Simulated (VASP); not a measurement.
# Sb (Im-3m) in VASP: further runs, part 3 of 3

VASP 6.6.1.

## 6. Single point, LDA

INCAR

```
SYSTEM = Sb
PREC = Accurate
ENCUT = 520
EDIFF = 1E-7
ISMEAR = -1
SIGMA = 0.1
LREAL = .FALSE.
LASPH = .TRUE.
NELM = 60
ALGO = Normal
ISIF = 2
LWAVE = .FALSE.
LCHARG = .TRUE.
GGA = CA
LELF = .TRUE.
LVHAR = .TRUE.
NBANDS = 8
```

KPOINTS

```
Automatic mesh
0
G
  8 8 8
  0 0 0
```

POSCAR

```
Sb
1.0
   -1.7250000000      1.7250000000      1.7250000000
    1.7250000000     -1.7250000000      1.7250000000
    1.7250000000      1.7250000000     -1.7250000000
Sb
1
Direct
    0.0000000000      0.0000000000      0.0000000000
```

Potentials or basis: VASP PAW LDA potentials, release 64 (Sb).

Run with:

```console
> cat potpaw_LDA.64/Sb/POTCAR > POTCAR
> mpirun -np 1 vasp_std > vasp.out
```

OUTCAR:

```text
SYSTEM = Sb
   PREC = Accurate
   ENCUT = 520
   EDIFF = 1E-7
   ISMEAR = -1
   LREAL = .FALSE.
   LASPH = .TRUE.
   NELM = 60
   ISIF = 2
   GGA = CA

 ion  position               nearest neighbor table
   1  0.000  0.000  0.000-

  LATTYP: Found a body centered cubic cell.
 ALAT       =     3.4500000000

  Lattice vectors:

 A1 = (  -1.7250000000,   1.7250000000,   1.7250000000)
 A2 = (   1.7250000000,  -1.7250000000,   1.7250000000)
 A3 = (   1.7250000000,   1.7250000000,  -1.7250000000)

Analysis of symmetry for initial positions (statically):
=====================================================================
 Subroutine PRICEL returns:
 Original cell was already a primitive cell.

 Routine SETGRP: Setting up the symmetry group for a
 body centered cubic supercell.

 Subroutine GETGRP returns: Found 48 space group operations
 (whereof 48 operations were pure point group operations)
 out of a pool of 48 trial point group operations.

The static configuration has the point symmetry O_h .

Analysis of symmetry for dynamics (positions and initial velocities):
=====================================================================
 Subroutine PRICEL returns:
 Original cell was already a primitive cell.

 Routine SETGRP: Setting up the symmetry group for a
 body centered cubic supercell.

 Subroutine GETGRP returns: Found 48 space group operations
 (whereof 48 operations were pure point group operations)
 out of a pool of 48 trial point group operations.

The dynamic configuration has the point symmetry O_h .

 Subroutine INISYM returns: Found 48 space group operations
 (whereof 48 operations are pure point group operations),
 and found     1 'primitive' translations

----------------------------------------------------------------------------------------

                                     Primitive cell

  volume of cell :      20.5318

  direct lattice vectors                    reciprocal lattice vectors
    -1.725000000  1.725000000  1.725000000     0.000000000  0.289855072  0.289855072
     1.725000000 -1.725000000  1.725000000     0.289855072  0.000000000  0.289855072
     1.725000000  1.725000000 -1.725000000     0.289855072  0.289855072  0.000000000

  length of vectors
     2.987787643  2.987787643  2.987787643     0.409916975  0.409916975  0.409916975

  position of ions in fractional coordinates (direct lattice)
     0.000000000  0.000000000  0.000000000

  ion indices of the primitive-cell ions
   primitive index   ion index
                 1           1

----------------------------------------------------------------------------------------

 KPOINTS: Automatic mesh

Automatic generation of k-mesh.
 Grid dimensions read from file:
 generate k-points for:    8    8    8

 Generating k-lattice:

  Cartesian coordinates                     Fractional coordinates (reciprocal lattice)
     0.000000000  0.036231884  0.036231884     0.125000000  0.000000000  0.000000000
     0.036231884  0.000000000  0.036231884     0.000000000  0.125000000  0.000000000
     0.036231884  0.036231884  0.000000000     0.000000000  0.000000000  0.125000000

  Length of vectors
     0.051239622  0.051239622  0.051239622

  Shift w.r.t. Gamma in fractional coordinates (k-lattice)
     0.000000000  0.000000000  0.000000000

 Subroutine IBZKPT returns following result:
 ===========================================

 Found     29 irreducible k-points:

 Following reciprocal coordinates:
            Coordinates               Weight
  0.000000  0.000000  0.000000      1.000000
  0.125000  0.000000  0.000000     12.000000
  0.250000  0.000000  0.000000     12.000000
  0.375000  0.000000  0.000000     12.000000
  0.500000  0.000000  0.000000      6.000000
  0.125000  0.125000  0.000000     24.000000
[... 16 lines left out ...]
 -0.250000  0.250000  0.250000      6.000000
 -0.375000  0.375000  0.250000     24.000000
 [... further k-points ...]
   k-points           NKPTS =     29   k-points in BZ     NKDIM =     29   number of bands    NBANDS=      8
   number of dos      NEDOS =    301   number of ions     NIONS =      1
   total plane-waves  NPLWV =  13824
   dimension x,y,z NGX =    24 NGY =   24 NGZ =   24
   dimension x,y,z NGXF=    48 NGYF=   48 NGZF=   48
   ions per type =               1
   NGX,Y,Z   is equivalent  to a cutoff of  13.35, 13.35, 13.35 a.u.
   NGXF,Y,Z  is equivalent  to a cutoff of  26.71, 26.71, 26.71 a.u.
 SYSTEM =  Sb
   PREC   = accura    normal or accurate (medium, high low for compatibility)
   ISTART =      0    job   : 0-new  1-cont  2-samecut
   ICHARG =      2    charge: 1-file 2-atom 10-const
   ISPIN  =      1    spin polarized calculation?
   LNONCOLLINEAR =      F non collinear calculations
   LSORBIT =      F    spin-orbit coupling
   LASPH  =      T    aspherical Exc in radial PAW
   ENCUT  =  520.0 eV  38.22 Ry    6.18 a.u.   5.56  5.56  5.56*2*pi/ulx,y,z
   NELM   =     60;   NELMIN=  2; NELMDL= -5     # of ELM steps
   EDIFF  = 0.1E-06   stopping-criterion for ELM
   LREAL  =      F    real-space projection
   EDIFFG = 0.1E-05   stopping-criterion for IOM
   NSW    =      0    number of steps for IOM
   IBRION =     -1    ionic relax: 0-MD 1-quasi-New 2-CG
   NFREE  =      0    steps in history (QN), initial steepest desc. (CG)
   ISIF   =      2    stress and relaxation
   ISYM   =      2    0-nonsym 1-usesym 2-fastsym
   POTIM  = 0.5000    time-step for ionic-motion
   TEBEG  =    0.0;   TEEND  =   0.0 temperature during run
   PSTRESS=    0.0 pullay stress
   NELECT =       5.0000    total number of electrons
   NUPDOWN=      -1.0000    fix difference up-down
   EMIN   =  10.00;   EMAX   =-10.00  energy-range for DOS
   EFERMI =   0.00;   METHOD = LEGACY
   ISMEAR =    -1;   SIGMA  =   0.10  broadening in eV -4-tet -1-fermi 0-gaus
   EFERMI_NEDOS =   21; number of points for ismear=-14 and -15
   IALGO  =     38    algorithm
   IMIX   =      4    mixing-type and parameters
     AMIX     =   0.40;   BMIX     =  1.00
     AMIX_MAG =   1.60;   BMIX_MAG =  1.00
  volume/ion in A,a.u.               =      20.53       138.56
  Fermi-wavevector in a.u.,A,eV,Ry     =   1.022325  1.931915 14.220113  1.045149
  Thomas-Fermi vector in A             =   2.155998
   LORBIT       =      0    0 simple, 1 ext, 2 COOP (PROOUT), +10 PAW based schemes
   GGA     = CA    functional components
   LHFCALC =     F    Hartree Fock is set to
   AEXX    =    0.0000 exact exchange contribution
   IVDW    =     0    specifies the selected vdW correction
   LEPSILON=     F    determine dielectric tensor
   LRPA    =     F    only Hartree local field effects (RPA)
 non-spin polarized calculation
  energy-cutoff  :      520.00
  volume of cell :       20.53
 maximum number of plane-waves:       586
 NGX is ok and might be reduce to    24
   NGX = 11   NGY = 11   NGZ = 11

 number of electron       5.0000000 magnetization

 Free energy of the ion-electron system (eV)
  ---------------------------------------------------
  ext. energy  EPLUGINS =         0.00000000
  ---------------------------------------------------
  free energy    TOTEN  =        -4.28656071 eV

  energy without entropy =       -4.26912617  energy(sigma->0) =       -4.27784344

 E-fermi :  12.5570     XC(G=0): -11.5733

 val. band max:       12.3252244206   @ k =   0.2500   0.0000   0.0000
 cond. band min:      12.6300126442   @ k =  -0.2500   0.2500   0.1250
 fundamental gap:      0.3047882237
 Fermi energy:        12.5570182096

 k-point     1 :       0.0000    0.0000    0.0000
  band No.  band energies     occupation
      1      -2.9236      2.00000
      2      20.2423      0.00000
      3      20.2423      0.00000
      4      20.2423      0.00000
      5      23.6852      0.00000
      6      23.6852      0.00000
      7      23.6852      0.00000
      8      24.3759      0.00000
[... 243 lines left out ...]
 k-point    24 :      -0.3750    0.3750    0.2500
  band No.  band energies     occupation
      1       2.4334      2.00000
      2       9.3658      2.00000
      3      11.9716      1.99428
      4      13.6704      0.00003
      5      17.4686      0.00000
      6      22.7674      0.00000
      7      24.7370      0.00000
      8      26.1866      0.00000

 [... further k-points ...]

------------------------ aborting loop because EDIFF is reached ----------------------------------------

  FORCE on cell =-STRESS in cart. coord.  units (eV):
  Direction    XX          YY          ZZ          XY          YZ          ZX
  --------------------------------------------------------------------------------------
  -------------------------------------------------------------------------------------
  Total        3.3775339      3.3775339      3.3775339     -0.0000000      0.0000000     -0.0000000
  in kB      263.5621325    263.5621325    263.5621325     -0.0000000      0.0000000     -0.0000000
  external PRESSURE =     263.5621325 kB  Pullay stress =       0.0000000 kB

 VOLUME and BASIS-vectors are now :
 -----------------------------------------------------------------------------
  energy-cutoff  :      520.00
  volume of cell :       20.53
      direct lattice vectors                 reciprocal lattice vectors
    -1.725000000  1.725000000  1.725000000     0.000000000  0.289855072  0.289855072
     1.725000000 -1.725000000  1.725000000     0.289855072  0.000000000  0.289855072
     1.725000000  1.725000000 -1.725000000     0.289855072  0.289855072  0.000000000

 POSITION                                       TOTAL-FORCE (eV/Angst)
 -----------------------------------------------------------------------------------
      0.00000      0.00000      0.00000        -0.000000      0.000000     -0.000000
 -----------------------------------------------------------------------------------
    total drift:                                0.000000      0.000000      0.000000

  FREE ENERGIE OF THE ION-ELECTRON SYSTEM (eV)
  ---------------------------------------------------
  free  energy   TOTEN  =        -4.2865607077 eV

  energy  without entropy=       -4.2691261685  energy(sigma->0) =       -4.27784344
```

Run time: 2.7 s. Hardware: 1 thread of Intel Xeon 6975P-C (Granite Rapids), shared host; peak memory 0.12 GiB.

What came out:

```yaml
Free_energy: -4.2866 eV
Pressure: 26.4 GPa
```

Caveat: spin-orbit coupling is left out, which moves the levels of the heavy elements.

## 7. The runs side by side

| k mesh | gap on the mesh (eV) | pressure (GPa) |
| --- | --- | --- |
| 4 × 4 × 4 | none | 23.0 |
| 5 × 5 × 5 | none | 25.7 |
| 6 × 6 × 6 | none | 25.1 |
| 7 × 7 × 7 | none | 25.3 |
| 8 × 8 × 8 | none | 26.4 |

Alike in all rows: task single point; level LDA; potentials or basis VASP PAW LDA potentials, release 64 (Sb); no spin polarisation; cell as given; cutoff (eV) 520; smearing fermi-dirac 0.1 eV.

Caveats: some runs use coarse meshes; spin-orbit coupling is left out, which moves the levels of the heavy elements.

Absolute energies hang on the potentials; compare differences alone.
